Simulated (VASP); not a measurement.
# MgO (Fm-3m) in VASP: single point with PBE

Aim: the single point of MgO with PBE.

Program: VASP 6.6.1. These are calculated values, not measurements. Logs are shortened: lines on timing, memory, paths and dates and some standing lists are left out, and cuts for length are marked.

**1. The cell of the first run**

The structure is cubic, space group Fm-3m (No. 225). Conventional cell: a = 4.217 Å, b = 4.217 Å, c = 4.217 Å, α = 90.00°, β = 90.00°, γ = 90.00°. Mg (site symmetry m-3m) has 6 O at 2.11 Å within 2.8 Å. O (site symmetry m-3m) has 6 Mg at 2.11 Å within 2.8 Å.

**2. Single point, PBE**

The input, INCAR:

```
SYSTEM = MgO
PREC     = Accurate       ! precision mode
ENCUT    = 840            ! plane-wave cutoff, eV
EDIFF    = 1E-6           ! SCF threshold, eV
ISMEAR   = 0              ! smearing method
SIGMA    = 0.02           ! smearing width, eV
LREAL    = .False.        ! projectors in reciprocal space
LASPH    = .True.         ! aspherical terms in the spheres
NELM     = 120            ! most SCF steps
ALGO     = Normal         ! electronic algorithm
ISIF     = 2              ! what is computed and relaxed
LWAVE    = .False.        ! write WAVECAR
LCHARG   = .True.         ! write CHGCAR
GGA      = PE             ! functional
LELF     = .True.         ! ELF
LVHAR    = .True.       
NBANDS   = 15             ! bands
GGA_COMPAT= .False.
```

The input, KPOINTS:

```
regular mesh
0
Gamma
  12 12 12
  0 0 0
```

The input, POSCAR:

```
MgO
1.0
    0.0000000000      2.1085000000      2.1085000000
    2.1085000000      0.0000000000      2.1085000000
    2.1085000000      2.1085000000      0.0000000000
Mg O
1 1
Direct
    0.0000000000      0.0000000000      0.0000000000
    0.5000000000      0.5000000000      0.5000000000
```

Potentials or basis: VASP PAW PBE potentials, release 64 (Mg_sv, O).

Command:

```bash
cat potpaw_PBE.64/Mg_sv/POTCAR potpaw_PBE.64/O/POTCAR > POTCAR
mpirun -np 1 vasp_std > vasp.out
```

OUTCAR:

```text
SYSTEM = MgO
   PREC = Accurate
   ENCUT = 840
   EDIFF = 1E-6
   ISMEAR = 0
   LREAL = .False.
   LASPH = .True.
   NELM = 120
   ISIF = 2
   GGA = PE

 ion  position               nearest neighbor table
   1  0.000  0.000  0.000-   2 2.11   2 2.11   2 2.11   2 2.11   2 2.11   2 2.11
   2  0.500  0.500  0.500-   1 2.11   1 2.11   1 2.11   1 2.11   1 2.11   1 2.11

  LATTYP: Found a face centered cubic cell.
 ALAT       =     4.2170000000

  Lattice vectors:

 A1 = (   0.0000000000,   2.1085000000,   2.1085000000)
 A2 = (   2.1085000000,   0.0000000000,   2.1085000000)
 A3 = (   2.1085000000,   2.1085000000,   0.0000000000)

Analysis of symmetry for initial positions (statically):
=====================================================================
 Subroutine PRICEL returns:
 Original cell was already a primitive cell.

 Routine SETGRP: Setting up the symmetry group for a
 face centered cubic supercell.

 Subroutine GETGRP returns: Found 48 space group operations
 (whereof 48 operations were pure point group operations)
 out of a pool of 48 trial point group operations.

The static configuration has the point symmetry O_h .

Analysis of symmetry for dynamics (positions and initial velocities):
=====================================================================
 Subroutine PRICEL returns:
 Original cell was already a primitive cell.

 Routine SETGRP: Setting up the symmetry group for a
 face centered cubic supercell.

 Subroutine GETGRP returns: Found 48 space group operations
 (whereof 48 operations were pure point group operations)
 out of a pool of 48 trial point group operations.

The dynamic configuration has the point symmetry O_h .

 Subroutine INISYM returns: Found 48 space group operations
 (whereof 48 operations are pure point group operations),
 and found     1 'primitive' translations

----------------------------------------------------------------------------------------

                                     Primitive cell

  volume of cell :      18.7478

  direct lattice vectors                    reciprocal lattice vectors
     0.000000000  2.108500000  2.108500000    -0.237135404  0.237135404  0.237135404
     2.108500000  0.000000000  2.108500000     0.237135404 -0.237135404  0.237135404
     2.108500000  2.108500000  0.000000000     0.237135404  0.237135404 -0.237135404

  length of vectors
     2.981869296  2.981869296  2.981869296     0.410730569  0.410730569  0.410730569

  position of ions in fractional coordinates (direct lattice)
     0.000000000  0.000000000  0.000000000
     0.500000000  0.500000000  0.500000000

  ion indices of the primitive-cell ions
   primitive index   ion index
                 1           1
                 2           2

----------------------------------------------------------------------------------------

 KPOINTS: regular mesh

Automatic generation of k-mesh.
 Grid dimensions read from file:
 generate k-points for:   12   12   12

 Generating k-lattice:

  Cartesian coordinates                     Fractional coordinates (reciprocal lattice)
    -0.019761284  0.019761284  0.019761284     0.083333333  0.000000000  0.000000000
     0.019761284 -0.019761284  0.019761284     0.000000000  0.083333333  0.000000000
     0.019761284  0.019761284 -0.019761284     0.000000000  0.000000000  0.083333333

  Length of vectors
     0.034227547  0.034227547  0.034227547

  Shift w.r.t. Gamma in fractional coordinates (k-lattice)
     0.000000000  0.000000000  0.000000000

 Subroutine IBZKPT returns following result:
 ===========================================

 Found     72 irreducible k-points:

 Following reciprocal coordinates:
            Coordinates               Weight
  0.000000  0.000000  0.000000      1.000000
  0.083333  0.000000  0.000000      8.000000
  0.166667  0.000000  0.000000      8.000000
  0.250000  0.000000  0.000000      8.000000
  0.333333  0.000000  0.000000      8.000000
  0.416667  0.000000  0.000000      8.000000
[... 16 lines left out ...]
  0.500000  0.166667  0.000000     24.000000
 -0.416667  0.166667  0.000000     24.000000
 [... further k-points ...]
   k-points           NKPTS =     72   k-points in BZ     NKDIM =     72   number of bands    NBANDS=     15
   number of dos      NEDOS =    301   number of ions     NIONS =      2
   total plane-waves  NPLWV =  21952
   dimension x,y,z NGX =    28 NGY =   28 NGZ =   28
   dimension x,y,z NGXF=    56 NGYF=   56 NGZF=   56
   ions per type =               1   1
   NGX,Y,Z   is equivalent  to a cutoff of  15.61, 15.61, 15.61 a.u.
   NGXF,Y,Z  is equivalent  to a cutoff of  31.22, 31.22, 31.22 a.u.
 SYSTEM =  MgO
   PREC   = accura    normal or accurate (medium, high low for compatibility)
   ISTART =      0    job   : 0-new  1-cont  2-samecut
   ICHARG =      2    charge: 1-file 2-atom 10-const
   ISPIN  =      1    spin polarized calculation?
   LNONCOLLINEAR =      F non collinear calculations
   LSORBIT =      F    spin-orbit coupling
   LASPH  =      T    aspherical Exc in radial PAW
   ENCUT  =  840.0 eV  61.74 Ry    7.86 a.u.   7.05  7.05  7.05*2*pi/ulx,y,z
   NELM   =    120;   NELMIN=  2; NELMDL= -5     # of ELM steps
   EDIFF  = 0.1E-05   stopping-criterion for ELM
   LREAL  =      F    real-space projection
   EDIFFG = 0.1E-04   stopping-criterion for IOM
   NSW    =      0    number of steps for IOM
   IBRION =     -1    ionic relax: 0-MD 1-quasi-New 2-CG
   NFREE  =      0    steps in history (QN), initial steepest desc. (CG)
   ISIF   =      2    stress and relaxation
   ISYM   =      2    0-nonsym 1-usesym 2-fastsym
   POTIM  = 0.5000    time-step for ionic-motion
   TEBEG  =    0.0;   TEEND  =   0.0 temperature during run
   PSTRESS=    0.0 pullay stress
   NELECT =      16.0000    total number of electrons
   NUPDOWN=      -1.0000    fix difference up-down
   EMIN   =  10.00;   EMAX   =-10.00  energy-range for DOS
   EFERMI =   0.00;   METHOD = LEGACY
   ISMEAR =     0;   SIGMA  =   0.02  broadening in eV -4-tet -1-fermi 0-gaus
   EFERMI_NEDOS =   21; number of points for ismear=-14 and -15
   IALGO  =     38    algorithm
   IMIX   =      4    mixing-type and parameters
     AMIX     =   0.40;   BMIX     =  1.00
     AMIX_MAG =   1.60;   BMIX_MAG =  1.00
  volume/ion in A,a.u.               =       9.37        63.26
  Fermi-wavevector in a.u.,A,eV,Ry     =   1.552856  2.934473 32.808574  2.411362
  Thomas-Fermi vector in A             =   2.657171
   LORBIT       =      0    0 simple, 1 ext, 2 COOP (PROOUT), +10 PAW based schemes
   GGA     = PE    functional components
   LHFCALC =     F    Hartree Fock is set to
   AEXX    =    0.0000 exact exchange contribution
   IVDW    =     0    specifies the selected vdW correction
   LEPSILON=     F    determine dielectric tensor
   LRPA    =     F    only Hartree local field effects (RPA)
 non-spin polarized calculation
 Gauss-broadening in eV      SIGMA  =   0.02
  energy-cutoff  :      840.00
  volume of cell :       18.75
 maximum number of plane-waves:      1056
   NGX = 15   NGY = 15   NGZ = 15

 number of electron      15.9999995 magnetization

 Free energy of the ion-electron system (eV)
  ---------------------------------------------------
  ext. energy  EPLUGINS =         0.00000000
  ---------------------------------------------------
  free energy    TOTEN  =       -11.87684607 eV

  energy without entropy =      -11.87684607  energy(sigma->0) =      -11.87684607

 E-fermi :   3.1436     XC(G=0): -11.3734

 val. band max:        2.8901511742   @ k =   0.0000   0.0000   0.0000
 cond. band min:       7.5958969737   @ k =   0.0000   0.0000   0.0000
 fundamental gap:      4.7057457995
 Fermi energy:         3.1436216235

 k-point     1 :       0.0000    0.0000    0.0000
  band No.  band energies     occupation
      1     -69.3901      2.00000
      2     -36.1152      2.00000
      3     -36.1152      2.00000
      4     -36.1152      2.00000
      5     -14.3404      2.00000
      6       2.8902      2.00000
      7       2.8902      2.00000
      8       2.8902      2.00000
      9       7.5959      0.00000
     10      18.6762      0.00000
     11      18.6762      0.00000
     12      18.6762      0.00000
     13      22.5799      0.00000
     14      24.3569      0.00000
     15      24.3569      0.00000

 k-point     2 :       0.0833    0.0000    0.0000
  band No.  band energies     occupation
      1     -69.3893      2.00000
      2     -36.1209      2.00000
      3     -36.1157      2.00000
      4     -36.1157      2.00000
      5     -14.2649      2.00000
      6       2.4209      2.00000
      7       2.8429      2.00000
      8       2.8429      2.00000
      9       8.0513      0.00000
     10      17.7181      0.00000
     11      18.8459      0.00000
     12      18.8459      0.00000
     13      23.8011      0.00000
     14      23.8011      0.00000
     15      23.8504      0.00000

 k-point     3 :       0.1667    0.0000    0.0000
  band No.  band energies     occupation
      1     -69.3877      2.00000
      2     -36.1367      2.00000
      3     -36.1173      2.00000
      4     -36.1173      2.00000
      5     -14.0518      2.00000
      6       1.3868      2.00000
      7       2.7166      2.00000
      8       2.7166      2.00000
      9       9.0177      0.00000
     10      16.3470      0.00000
     11      19.2461      0.00000
     12      19.2461      0.00000
     13      23.0790      0.00000
     14      23.0790      0.00000
     15      25.1618      0.00000
[... 343 lines left out ...]
 k-point    23 :       0.5000    0.1667    0.0000
  band No.  band energies     occupation
      1     -69.3808      2.00000
      2     -36.1906      2.00000
      3     -36.1357      2.00000
      4     -36.1288      2.00000
      5     -12.9895      2.00000
      6      -1.2530      2.00000
      7       1.4616      2.00000
      8       2.0546      2.00000
      9      11.8654      0.00000
     10      15.0644      0.00000
     11      17.1288      0.00000
     12      19.8574      0.00000
     13      22.8148      0.00000
     14      26.2262      0.00000
     15      27.2109      0.00000

 k-point    24 :      -0.4167    0.1667    0.0000
  band No.  band energies     occupation
      1     -69.3807      2.00000
      2     -36.1916      2.00000
      3     -36.1385      2.00000
      4     -36.1269      2.00000
      5     -12.9595      2.00000
      6      -1.2987      2.00000
      7       1.3250      2.00000
      8       2.1121      2.00000
      9      11.9243      0.00000
     10      15.2209      0.00000
     11      17.0745      0.00000
     12      19.8166      0.00000
     13      23.5248      0.00000
     14      25.2127      0.00000
     15      27.0673      0.00000

 [... further k-points ...]

------------------------ aborting loop because EDIFF is reached ----------------------------------------

  FORCE on cell =-STRESS in cart. coord.  units (eV):
  Direction    XX          YY          ZZ          XY          YZ          ZX
  --------------------------------------------------------------------------------------
  -------------------------------------------------------------------------------------
  Total        0.4903419      0.4903419      0.4903419      0.0000000     -0.0000000      0.0000000
  in kB       41.9043165     41.9043165     41.9043165      0.0000000     -0.0000000      0.0000000
  external PRESSURE =      41.9043165 kB  Pullay stress =       0.0000000 kB

 VOLUME and BASIS-vectors are now :
 -----------------------------------------------------------------------------
  energy-cutoff  :      840.00
  volume of cell :       18.75
      direct lattice vectors                 reciprocal lattice vectors
     0.000000000  2.108500000  2.108500000    -0.237135404  0.237135404  0.237135404
     2.108500000  0.000000000  2.108500000     0.237135404 -0.237135404  0.237135404
     2.108500000  2.108500000  0.000000000     0.237135404  0.237135404 -0.237135404

 POSITION                                       TOTAL-FORCE (eV/Angst)
 -----------------------------------------------------------------------------------
      0.00000      0.00000      0.00000         0.000000      0.000000      0.000000
      2.10850      2.10850      2.10850        -0.000000     -0.000000     -0.000000
 -----------------------------------------------------------------------------------
    total drift:                                0.000000      0.000000      0.000000

  FREE ENERGIE OF THE ION-ELECTRON SYSTEM (eV)
  ---------------------------------------------------
  free  energy   TOTEN  =       -11.8768460739 eV

  energy  without entropy=      -11.8768460739  energy(sigma->0) =      -11.87684607
```

It took 33 s on 1 thread of Intel Xeon Platinum 8259CL at 2.50GHz (Skylake/Cascade Lake), shared host; peak memory 0.17 GiB.

Results:

```yaml
Free_energy: -11.8768 eV
Pressure: 4.2 GPa
Band_gap_on_the_k_mesh: 4.71 eV
```

Levels at points of the mesh, in eV from the valence-band top:
```csv
k point,band 4,band 5,band 6,band 7,band 8,band 9,band 10,band 11,band 12,band 13
"(0.00, 0.00, 0.00)",-39.01,-17.23,0.00,0.00,0.00,4.71,15.79,15.79,15.79,19.69
"(0.50, 0.00, 0.00)",-39.01,-15.93,-4.59,-0.65,-0.65,7.88,12.58,16.30,16.30,20.90
"(0.50, 0.50, 0.00)",-39.03,-15.71,-4.04,-1.33,-1.33,9.12,9.96,13.07,18.94,18.94
```

Caveat: the cell stands under pressure.
